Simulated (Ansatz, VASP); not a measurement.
## Ta: VASP beside Ansatz

INCAR

```
PREC     = Accurate       # precision mode
ENCUT    = 520            # plane-wave cutoff, eV
EDIFF    = 1E-6           # SCF threshold, eV
ISMEAR   = 0              # smearing method
SIGMA    = 0.15           # smearing width, eV
LREAL    = F              # projectors in reciprocal space
LASPH    = T              # aspherical terms in the spheres
NELM     = 100            # most SCF steps
ALGO     = Normal         # electronic algorithm
ISIF     = 2              # what is computed and relaxed
LWAVE    = F              # write WAVECAR
LCHARG   = F              # write CHGCAR
GGA      = PE             # functional
NBANDS   = 12             # bands
```

Contents of KPOINTS:

```
regular mesh
0
Gamma
  20 20 20
```

File POSCAR:

```
Ta
1.0
   -1.5631985921      1.5631985921      1.8702107956
    1.5631985921     -1.5631985921      1.8702107956
    1.5631985921      1.5631985921     -1.8702107956
Ta
1
Direct
    0.0000000000      0.0000000000      0.0000000000
```

Input for Ansatz:

```yaml
crystal:
  lattice:
    - [-1.5631985921, 1.5631985921, 1.8702107956]
    - [1.5631985921, -1.5631985921, 1.8702107956]
    - [1.5631985921, 1.5631985921, -1.8702107956]
  atoms:
    - { symbol: Ta, position: [0.0, 0.0, 0.0] }
basis:
  ecutwfc: 420
kpoints:
  mp_grid: { grid: [20, 20, 20] }
hamiltonian:
  xc: pbe
  pseudopotentials: { kind: paw, azcp: { folder: soft_1 } }
scf:
  occupations: { method: gaussian, width: 0.15 }
output:
  forces: true
  stress: true
  eigenvalues: true
```

Alike in both runs: task single point; functional PBE; k mesh 20 × 20 × 20; occupations gaussian, width 0.15 eV; no spin polarisation.

```csv
,VASP,Ansatz
version,VASP 6.6.1,Ansatz 0.2.0
potentials or method,"VASP PAW PBE potentials, release 64 (Ta_pv), cutoff 520 eV","scalar-relativistic, plane waves, PAW"
valence electrons in the cell,11,13
```

|  | VASP | Ansatz | Ansatz less VASP |
| --- | --- | --- | --- |
| gap on the k mesh at the Fermi level (eV) | none | none | - |
| pressure (GPa) | 2.7 | 2.6 | -0.07 |
| traceless stress, the component that is largest in VASP (GPa) | -9.68 | -9.67 | +0.009 |

A gap of «none» marks a metal or a gap that the smearing closes. With one functional, cell and mesh, what is left measures potentials, basis and numerics. VASP's potentials hold 11 valence electrons a cell and Ansatz's 13, so a difference there can come from the potentials and not from the codes.

Neither program's run includes spin-orbit coupling.
